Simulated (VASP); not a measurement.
The system is RbCl.

```
Rb Cl
1.0
     0.00000    3.32234    3.30365
     3.32234    0.00000    3.30365
     3.32234    3.32234    0.00000
Rb Cl
1 1
Direct
  0.00000 0.00000 0.00000
  0.50000 0.50000 0.50000
```

This cell differs from its parent crystal: epitaxial xy strain +0.5%.

Base run:

```yaml
Program: VASP 6.6.1
Functional: r2SCAN
Potentials_or_basis: VASP PAW PBE potentials, release 64 (Rb_sv, Cl)
Cutoff: 550 eV
k_mesh: 6 × 6 × 6
Occupations: gaussian, width 0.01 eV
Spin: no spin polarisation
```

Its results: band gap on the k mesh 5.52 eV; pressure -0.1 GPa.

Q: The run is repeated on the same cell with these changes: functional from r2SCAN to PBE; cutoff from 550 eV to 500 eV; k mesh from 6 × 6 × 6 to 4 × 4 × 4. What comes out?

A: Band gap on the k mesh 4.92 eV; pressure 0.5 GPa.

Several settings changed at once.

Caveats: the PAW data sets were made with another functional, which shifts forces and pressure a little (at least some runs).

